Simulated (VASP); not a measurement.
# Nb (Im-3m) in VASP: further runs

Runs on Nb. Level: PBE. Tasks: single point.

Everything below comes from runs of VASP 6.6.1. Logs are shortened: lines on timing, memory, paths and dates and some standing lists are left out, and cuts for length are marked.

### 1 The cell of the first run

The structure is cubic, space group Im-3m (No. 229). The conventional cell has a = 3.311 Å, b = 3.311 Å, c = 3.311 Å, α = 90.00°, β = 90.00°, γ = 90.00°. Within 3.8 Å of Nb (site symmetry m-3m) lie 14 Nb at 2.87 to 3.31 Å.

### 2 Single point, PBE

INCAR reads:

```
PREC     = Accurate       # precision mode
ENCUT    = 520            # plane-wave cutoff, eV
EDIFF    = 1E-6           # SCF threshold, eV
ISMEAR   = 0              # smearing method
SIGMA    = 0.1            # smearing width, eV
LREAL    = F              # projectors in reciprocal space
LASPH    = T              # aspherical terms in the spheres
NELM     = 60             # most SCF steps
ALGO     = Normal         # electronic algorithm
ISIF     = 2              # what is computed and relaxed
LWAVE    = F              # write WAVECAR
LCHARG   = F              # write CHGCAR
GGA      = PE             # functional
NBANDS   = 12             # bands
```

KPOINTS reads:

```
regular mesh
0
Gamma
  18 18 18
```

POSCAR reads:

```
Nb
1.0
   -1.6555580007      1.6555580007      1.6555580007
    1.6555580007     -1.6555580007      1.6555580007
    1.6555580007      1.6555580007     -1.6555580007
Nb
1
Direct
    0.0000000000      0.0000000000      0.0000000000
```

Potentials or basis: VASP PAW PBE potentials, release 64 (Nb_sv).

Run with:

```
cat potpaw_PBE.64/Nb_sv/POTCAR > POTCAR
mpirun -np 1 vasp_std > vasp.out
```

OUTCAR:

```text
PREC = Accurate
   ENCUT = 520
   EDIFF = 1E-6
   ISMEAR = 0
   LREAL = F
   LASPH = T
   NELM = 60
   ISIF = 2
   GGA = PE

 ion  position               nearest neighbor table
   1  0.000  0.000  0.000-

  LATTYP: Found a body centered cubic cell.
 ALAT       =     3.3111160014

  Lattice vectors:

 A1 = (  -1.6555580007,   1.6555580007,   1.6555580007)
 A2 = (   1.6555580007,  -1.6555580007,   1.6555580007)
 A3 = (   1.6555580007,   1.6555580007,  -1.6555580007)

Analysis of symmetry for initial positions (statically):
=====================================================================
 Subroutine PRICEL returns:
 Original cell was already a primitive cell.

 Routine SETGRP: Setting up the symmetry group for a
 body centered cubic supercell.

 Subroutine GETGRP returns: Found 48 space group operations
 (whereof 48 operations were pure point group operations)
 out of a pool of 48 trial point group operations.

The static configuration has the point symmetry O_h .

Analysis of symmetry for dynamics (positions and initial velocities):
=====================================================================
 Subroutine PRICEL returns:
 Original cell was already a primitive cell.

 Routine SETGRP: Setting up the symmetry group for a
 body centered cubic supercell.

 Subroutine GETGRP returns: Found 48 space group operations
 (whereof 48 operations were pure point group operations)
 out of a pool of 48 trial point group operations.

The dynamic configuration has the point symmetry O_h .

 Subroutine INISYM returns: Found 48 space group operations
 (whereof 48 operations are pure point group operations),
 and found     1 'primitive' translations

----------------------------------------------------------------------------------------

                                     Primitive cell

  volume of cell :      18.1507

  direct lattice vectors                    reciprocal lattice vectors
    -1.655558001  1.655558001  1.655558001     0.000000000  0.302012977  0.302012977
     1.655558001 -1.655558001  1.655558001     0.302012977  0.000000000  0.302012977
     1.655558001  1.655558001 -1.655558001     0.302012977  0.302012977  0.000000000

  length of vectors
     2.867510572  2.867510572  2.867510572     0.427110848  0.427110848  0.427110848

  position of ions in fractional coordinates (direct lattice)
     0.000000000  0.000000000  0.000000000

  ion indices of the primitive-cell ions
   primitive index   ion index
                 1           1

----------------------------------------------------------------------------------------

 KPOINTS: regular mesh

Automatic generation of k-mesh.
 Grid dimensions read from file:
 generate k-points for:   18   18   18

 Generating k-lattice:

  Cartesian coordinates                     Fractional coordinates (reciprocal lattice)
     0.000000000  0.016778499  0.016778499     0.055555556  0.000000000  0.000000000
     0.016778499  0.000000000  0.016778499     0.000000000  0.055555556  0.000000000
     0.016778499  0.016778499  0.000000000     0.000000000  0.000000000  0.055555556

  Length of vectors
     0.023728380  0.023728380  0.023728380

  Shift w.r.t. Gamma in fractional coordinates (k-lattice)
     0.000000000  0.000000000  0.000000000

 Subroutine IBZKPT returns following result:
 ===========================================

 Found    195 irreducible k-points:

 Following reciprocal coordinates:
            Coordinates               Weight
  0.000000  0.000000  0.000000      1.000000
  0.055556  0.000000  0.000000     12.000000
  0.111111  0.000000  0.000000     12.000000
  0.166667  0.000000  0.000000     12.000000
  0.222222  0.000000  0.000000     12.000000
  0.277778  0.000000  0.000000     12.000000
[... 16 lines left out ...]
  0.333333  0.111111 -0.000000     48.000000
  0.388889  0.111111 -0.000000     48.000000
 [... further k-points ...]
   k-points           NKPTS =    195   k-points in BZ     NKDIM =    195   number of bands    NBANDS=     12
   number of dos      NEDOS =    301   number of ions     NIONS =      1
   total plane-waves  NPLWV =  13824
   dimension x,y,z NGX =    24 NGY =   24 NGZ =   24
   dimension x,y,z NGXF=    48 NGYF=   48 NGZF=   48
   ions per type =               1
   NGX,Y,Z   is equivalent  to a cutoff of  13.91, 13.91, 13.91 a.u.
   NGXF,Y,Z  is equivalent  to a cutoff of  27.83, 27.83, 27.83 a.u.
 SYSTEM =  unknown system
   PREC   = accura    normal or accurate (medium, high low for compatibility)
   ISTART =      0    job   : 0-new  1-cont  2-samecut
   ICHARG =      2    charge: 1-file 2-atom 10-const
   ISPIN  =      1    spin polarized calculation?
   LNONCOLLINEAR =      F non collinear calculations
   LSORBIT =      F    spin-orbit coupling
   LASPH  =      T    aspherical Exc in radial PAW
   ENCUT  =  520.0 eV  38.22 Ry    6.18 a.u.   5.33  5.33  5.33*2*pi/ulx,y,z
   NELM   =     60;   NELMIN=  2; NELMDL= -5     # of ELM steps
   EDIFF  = 0.1E-05   stopping-criterion for ELM
   LREAL  =      F    real-space projection
   EDIFFG = 0.1E-04   stopping-criterion for IOM
   NSW    =      0    number of steps for IOM
   IBRION =     -1    ionic relax: 0-MD 1-quasi-New 2-CG
   NFREE  =      0    steps in history (QN), initial steepest desc. (CG)
   ISIF   =      2    stress and relaxation
   ISYM   =      2    0-nonsym 1-usesym 2-fastsym
   POTIM  = 0.5000    time-step for ionic-motion
   TEBEG  =    0.0;   TEEND  =   0.0 temperature during run
   PSTRESS=    0.0 pullay stress
   NELECT =      13.0000    total number of electrons
   NUPDOWN=      -1.0000    fix difference up-down
   EMIN   =  10.00;   EMAX   =-10.00  energy-range for DOS
   EFERMI =   0.00;   METHOD = LEGACY
   ISMEAR =     0;   SIGMA  =   0.10  broadening in eV -4-tet -1-fermi 0-gaus
   EFERMI_NEDOS =   21; number of points for ismear=-14 and -15
   IALGO  =     38    algorithm
   IMIX   =      4    mixing-type and parameters
     AMIX     =   0.40;   BMIX     =  1.00
     AMIX_MAG =   1.60;   BMIX_MAG =  1.00
  volume/ion in A,a.u.               =      18.15       122.49
  Fermi-wavevector in a.u.,A,eV,Ry     =   1.464732  2.767942 29.190487  2.145440
  Thomas-Fermi vector in A             =   2.580673
   LORBIT       =      0    0 simple, 1 ext, 2 COOP (PROOUT), +10 PAW based schemes
   GGA     = PE    functional components
   LHFCALC =     F    Hartree Fock is set to
   AEXX    =    0.0000 exact exchange contribution
   IVDW    =     0    specifies the selected vdW correction
   LEPSILON=     F    determine dielectric tensor
   LRPA    =     F    only Hartree local field effects (RPA)
 non-spin polarized calculation
 Gauss-broadening in eV      SIGMA  =   0.10
  energy-cutoff  :      520.00
  volume of cell :       18.15
 maximum number of plane-waves:       500
 NGX is ok and might be reduce to    24
   NGX = 11   NGY = 11   NGZ = 11

 number of electron      13.0000000 magnetization

 Free energy of the ion-electron system (eV)
  ---------------------------------------------------
  ext. energy  EPLUGINS =         0.00000000
  ---------------------------------------------------
  free energy    TOTEN  =       -10.21982601 eV

  energy without entropy =      -10.21143529  energy(sigma->0) =      -10.21563065

 E-fermi :  11.0522     XC(G=0): -12.4611

 val. band max:       11.0459977432   @ k =   0.3333   0.2222   0.0000
 cond. band min:      11.0582325743   @ k =   0.2778   0.0556   0.0000
 fundamental gap:      0.0122348311
 Fermi energy:        11.0521648600

 k-point     1 :       0.0000    0.0000    0.0000
  band No.  band energies     occupation
      1     -43.3099      2.00000
      2     -18.6230      2.00000
      3     -18.6230      2.00000
      4     -18.6230      2.00000
      5       5.1399      2.00000
      6      11.4388      0.00000
      7      11.4388      0.00000
      8      11.4388      0.00000
      9      14.3229      0.00000
     10      14.3229      0.00000
     11      25.2704      0.00000
     12      25.2704      0.00000

 k-point     2 :       0.0556    0.0000    0.0000
  band No.  band energies     occupation
      1     -43.3029      2.00000
      2     -18.6661      2.00000
      3     -18.6361      2.00000
      4     -18.6234      2.00000
      5       5.2667      2.00000
      6      11.3603      0.00001
      7      11.4208      0.00000
      8      11.5594      0.00000
      9      14.2004      0.00000
     10      14.3229      0.00000
     11      25.3756      0.00000
     12      25.4992      0.00000

 k-point     3 :       0.1111    0.0000    0.0000
  band No.  band energies     occupation
      1     -43.2826      2.00000
      2     -18.7889      2.00000
      3     -18.6736      2.00000
      4     -18.6244      2.00000
      5       5.6311      2.00000
      6      11.1438      0.19482
      7      11.3447      0.00004
      8      11.9173      0.00000
      9      13.9379      0.00000
     10      14.3295      0.00000
     11      25.6327      0.00000
     12      26.1273      0.00000
[... 286 lines left out ...]
 k-point    23 :       0.3333    0.1111   -0.0000
  band No.  band energies     occupation
      1     -43.0919      2.00000
      2     -19.7731      2.00000
      3     -19.0352      2.00000
      4     -18.6902      2.00000
      5       7.8475      2.00000
      6       9.6876      2.00000
      7      11.5778      0.00000
      8      14.0914      0.00000
      9      15.0841      0.00000
     10      16.9132      0.00000
     11      23.5735      0.00000
     12      24.3578      0.00000

 k-point    24 :       0.3889    0.1111   -0.0000
  band No.  band energies     occupation
      1     -43.0721      2.00000
      2     -19.8645      2.00000
      3     -19.0788      2.00000
      4     -18.6922      2.00000
      5       7.7625      2.00000
      6       9.5667      2.00000
      7      12.1596      0.00000
      8      14.2069      0.00000
      9      15.2748      0.00000
     10      17.7364      0.00000
     11      22.8834      0.00000
     12      23.5902      0.00000

 [... further k-points ...]

------------------------ aborting loop because EDIFF is reached ----------------------------------------

  FORCE on cell =-STRESS in cart. coord.  units (eV):
  Direction    XX          YY          ZZ          XY          YZ          ZX
  --------------------------------------------------------------------------------------
  -------------------------------------------------------------------------------------
  Total       -0.0360152     -0.0360152     -0.0360152      0.0000000      0.0000000      0.0000000
  in kB       -3.1790913     -3.1790913     -3.1790913      0.0000000      0.0000000      0.0000000
  external PRESSURE =      -3.1790913 kB  Pullay stress =       0.0000000 kB

 VOLUME and BASIS-vectors are now :
 -----------------------------------------------------------------------------
  energy-cutoff  :      520.00
  volume of cell :       18.15
      direct lattice vectors                 reciprocal lattice vectors
    -1.655558001  1.655558001  1.655558001     0.000000000  0.302012977  0.302012977
     1.655558001 -1.655558001  1.655558001     0.302012977  0.000000000  0.302012977
     1.655558001  1.655558001 -1.655558001     0.302012977  0.302012977  0.000000000

 POSITION                                       TOTAL-FORCE (eV/Angst)
 -----------------------------------------------------------------------------------
      0.00000      0.00000      0.00000        -0.000000      0.000000     -0.000000
 -----------------------------------------------------------------------------------
    total drift:                                0.000000      0.000000     -0.000000

  FREE ENERGIE OF THE ION-ELECTRON SYSTEM (eV)
  ---------------------------------------------------
  free  energy   TOTEN  =       -10.2198260115 eV

  energy  without entropy=      -10.2114352946  energy(sigma->0) =      -10.21563065
```

Wall time 13 s (1 thread of Intel Xeon 6975P-C (Granite Rapids), shared host); peak memory 0.16 GiB.

What came out:

| Quantity | Value |
| --- | --- |
| Free energy | -10.2198 eV |
| Pressure | -0.3 GPa |

### 3 Single point, PBE (volume scaled by 0.94)

INCAR reads:

```
SYSTEM = Nb
  PREC = Accurate
  ENCUT = 520
  EDIFF = 1E-6
  ISMEAR = 0
  SIGMA = 0.1
  LREAL = .False.
  LASPH = .True.
  NELM = 100
  ALGO = Normal
  ISIF = 2
  LWAVE = .False.
  LCHARG = .False.
  GGA = PE
  NBANDS = 12
```

KPOINTS reads:

```
regular mesh
0
Gamma
  18 18 18
  0 0 0
```

POSCAR reads:

```
Nb
1.0
   -1.6217616198      1.6217616198      1.6217616198
    1.6217616198     -1.6217616198      1.6217616198
    1.6217616198      1.6217616198     -1.6217616198
Nb
1
Direct
    0.0000000000      0.0000000000      0.0000000000
```

Potentials or basis: VASP PAW PBE potentials, release 64 (Nb_sv).

Run with:

```
cat potpaw_PBE.64/Nb_sv/POTCAR > POTCAR
mpirun -np 1 vasp_std > vasp.out
```

OUTCAR:

```text
SYSTEM = Nb
   PREC = Accurate
   ENCUT = 520
   EDIFF = 1E-6
   ISMEAR = 0
   LREAL = .False.
   LASPH = .True.
   NELM = 100
   ISIF = 2
   GGA = PE

 ion  position               nearest neighbor table
   1  0.000  0.000  0.000-

  LATTYP: Found a body centered cubic cell.
 ALAT       =     3.2435232396

  Lattice vectors:

 A1 = (  -1.6217616198,   1.6217616198,   1.6217616198)
 A2 = (   1.6217616198,  -1.6217616198,   1.6217616198)
 A3 = (   1.6217616198,   1.6217616198,  -1.6217616198)

Analysis of symmetry for initial positions (statically):
=====================================================================
 Subroutine PRICEL returns:
 Original cell was already a primitive cell.

 Routine SETGRP: Setting up the symmetry group for a
 body centered cubic supercell.

 Subroutine GETGRP returns: Found 48 space group operations
 (whereof 48 operations were pure point group operations)
 out of a pool of 48 trial point group operations.

The static configuration has the point symmetry O_h .

Analysis of symmetry for dynamics (positions and initial velocities):
[... 167 lines left out ...]
      1     -42.3536      2.00000
      2     -17.5234      2.00000
      3     -17.5234      2.00000
      4     -17.5234      2.00000
      5       5.9162      2.00000
      6      12.3005      0.00000
      7      12.3005      0.00000
      8      12.3005      0.00000
      9      15.3935      0.00000
     10      15.3935      0.00000
     11      26.3195      0.00000
     12      26.3195      0.00000
[... 331 lines left out ...]
 k-point    24 :       0.3889    0.1111    0.0000
  band No.  band energies     occupation
      1     -42.0489      2.00000
      2     -19.0274      2.00000
      3     -18.0719      2.00000
      4     -17.6102      2.00000
      5       8.4202      2.00000
      6      10.2780      2.00000
      7      13.2339      0.00000
      8      15.2982      0.00000
      9      16.4804      0.00000
     10      19.1528      0.00000
     11      24.4302      0.00000
     12      25.0298      0.00000

 [... further k-points ...]

------------------------ aborting loop because EDIFF is reached ----------------------------------------

  FORCE on cell =-STRESS in cart. coord.  units (eV):
  Direction    XX          YY          ZZ          XY          YZ          ZX
  --------------------------------------------------------------------------------------
  -------------------------------------------------------------------------------------
  Total        1.2020130      1.2020130      1.2020130      0.0000000      0.0000000     -0.0000000
  in kB      112.8752463    112.8752463    112.8752463      0.0000000      0.0000000     -0.0000000
  external PRESSURE =     112.8752463 kB  Pullay stress =       0.0000000 kB

 VOLUME and BASIS-vectors are now :
 -----------------------------------------------------------------------------
  energy-cutoff  :      520.00
  volume of cell :       17.06
      direct lattice vectors                 reciprocal lattice vectors
    -1.621761620  1.621761620  1.621761620     0.000000000  0.308306717  0.308306717
     1.621761620 -1.621761620  1.621761620     0.308306717  0.000000000  0.308306717
     1.621761620  1.621761620 -1.621761620     0.308306717  0.308306717  0.000000000

 POSITION                                       TOTAL-FORCE (eV/Angst)
 -----------------------------------------------------------------------------------
      0.00000      0.00000      0.00000        -0.000000      0.000000      0.000000
 -----------------------------------------------------------------------------------
    total drift:                                0.000000      0.000000      0.000000

  FREE ENERGIE OF THE ION-ELECTRON SYSTEM (eV)
  ---------------------------------------------------
  free  energy   TOTEN  =       -10.1834445476 eV

  energy  without entropy=      -10.1758784987  energy(sigma->0) =      -10.17966152
```

OSZICAR:

```text
N       E                     dE             d eps       ncg     rms          rms(c)
DAV:   1     0.119525213103E+03    0.11953E+03   -0.72971E+03  4696   0.109E+03
DAV:   2    -0.566639167261E+01   -0.12519E+03   -0.12053E+03  5024   0.395E+02
DAV:   3    -0.102616945690E+02   -0.45953E+01   -0.43792E+01  6688   0.666E+01
DAV:   4    -0.105433989571E+02   -0.28170E+00   -0.27975E+00  6584   0.150E+01
DAV:   5    -0.105542591560E+02   -0.10860E-01   -0.10855E-01  6724   0.233E+00    0.771E+00
DAV:   6    -0.102138207171E+02    0.34044E+00   -0.53441E-01  7580   0.945E+00    0.278E+00
DAV:   7    -0.101771491462E+02    0.36672E-01   -0.17219E-01  7740   0.535E+00    0.940E-01
DAV:   8    -0.101833797629E+02   -0.62306E-02   -0.13014E-02  5492   0.152E+00    0.359E-02
DAV:   9    -0.101834354017E+02   -0.55639E-04   -0.10341E-03  7080   0.273E-01    0.479E-02
DAV:  10    -0.101834534681E+02   -0.18066E-04   -0.38158E-05  5580   0.778E-02    0.213E-02
DAV:  11    -0.101834449386E+02    0.85295E-05   -0.70121E-06  6128   0.465E-02    0.388E-03
DAV:  12    -0.101834445476E+02    0.39099E-06   -0.31563E-07  3356   0.725E-03
   1 F= -.10183445E+02 E0= -.10179662E+02  d E =-.756605E-02
```

stdout:

```text
POSCAR found type information on POSCAR Nb
 POSCAR found :  1 types and       1 ions
 scaLAPACK will be used
 LDA part: xc-table for (Slater+PW92), standard interpolation
 POSCAR, INCAR and KPOINTS ok, starting setup
 FFT: planning ... GRIDC
 FFT: planning ... GRID_SOFT
 FFT: planning ... GRID
 WAVECAR not read
 entering main loop
```

Run time: 22 s. Hardware: 1 thread of Intel Xeon Platinum 8488C (Sapphire Rapids), shared host; peak memory 0.16 GiB.

Results:

* Free energy: -10.1834 eV
* Pressure: 11.3 GPa

Levels at points of the mesh, in eV from the Fermi level:
```
           k point  band 3  band 4  band 5  band 6  band 7  band 8  band 9  band 10
(0.00, 0.00, 0.00)  -29.47  -29.47   -6.03    0.35    0.35    0.35    3.44     3.44
(0.50, 0.00, 0.00)  -29.97  -29.49   -3.95   -1.82    2.57    3.51    4.24     6.83
(0.50, 0.50, 0.50)  -30.56  -30.56   -4.04   -4.04    5.99    5.99    5.99     9.56
```

(Continued in part 2 of 2.)
